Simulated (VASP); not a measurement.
SiC, 2 atoms in the cell. Symmetry: I-4m2, No. 119, tetragonal system. The conventional cell has a = 2.957 Å, b = 2.957 Å, c = 4.465 Å, α = 90.00°, β = 90.00°, γ = 90.00°. Si (site symmetry -4m2) has 4 C at 1.85 Å within 2.5 Å. Within 2.5 Å of C (site symmetry -4m2) lie 4 Si at 1.85 Å.  This cell differs from its parent crystal: epitaxial xy strain -4.0%.

| Quantity | Value |
| --- | --- |
| Program | VASP 6.6.1 |
| Task | single point |
| Functional | PBE |
| Potentials or basis | VASP PAW PBE potentials, release 64 (Si, C) |
| Cutoff | 520 eV |
| k mesh | 10 × 10 × 10 |
| Occupations | fermi-dirac, width 0.02 eV |
| Spin | no spin polarisation |
| Dipole correction | no |
| Further INCAR settings | ALGO = Normal; EDIFF = 1e-07; NBANDS = 11 |

Potentials or basis: VASP PAW PBE potentials, release 64 (Si, C).

Command:

```console
$ cat potpaw_PBE.64/Si/POTCAR potpaw_PBE.64/C/POTCAR > POTCAR
$ mpirun -np 1 vasp_std > vasp.out
```

Hardware: 1 thread of Intel Xeon 8259CL, on a shared host.

Task: Estimate the wall time of this run.

Result: Run time: 27 s on 1 thread of Intel Xeon 8259CL (shared host), peak memory 0.14 GiB. Counts: scf iterations 13, k points 102.
